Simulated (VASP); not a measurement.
Here is a VASP 6.6.1 calculation.

INCAR

```
SYSTEM = NbAs
PREC     = Accurate       ! precision mode
ENCUT    = 500            ! plane-wave cutoff, eV
EDIFF    = 1E-6           ! SCF threshold, eV
ISMEAR   = -1             ! smearing method
SIGMA    = 0.1            ! smearing width, eV
LREAL    = .FALSE.        ! projectors in reciprocal space
LASPH    = .TRUE.         ! aspherical terms in the spheres
NELM     = 120            ! most SCF steps
ALGO     = Normal         ! electronic algorithm
ISIF     = 2              ! what is computed and relaxed
LWAVE    = .FALSE.        ! write WAVECAR
LCHARG   = .FALSE.        ! write CHGCAR
GGA      = PS             ! functional
NBANDS   = 16             ! bands
GGA_COMPAT= .FALSE.
```

File KPOINTS:

```
regular mesh
0
G
  13 13 13
  0 0 0
```

File POSCAR:

```
NbAs
1.0
    3.0130432428      0.0000000000      0.0000000000
    0.0000000000      3.0130432428      0.0000000000
    0.0000000000      0.0000000000      3.0130432428
Nb As
1 1
Direct
    0.0000000000      0.0000000000      0.0000000000
    0.5000000000      0.5000000000      0.5000000000
```

Potentials or basis: VASP PAW PBE potentials, release 64 (Nb_sv, As).

Launch:

```console
$ cat potpaw_PBE.64/Nb_sv/POTCAR potpaw_PBE.64/As/POTCAR > POTCAR
$ mpirun -np 1 vasp_std > vasp.out
```

Q: Estimate the pressure.

A: 42.7 GPa.

Q: What does it give for the band gap on the k mesh?

A: Zero (band 9 reaches 16.89 eV, above the bottom of band 10 at 12.70 eV).

Caveat: the PAW data sets were made with another functional, which shifts forces and pressure a little.
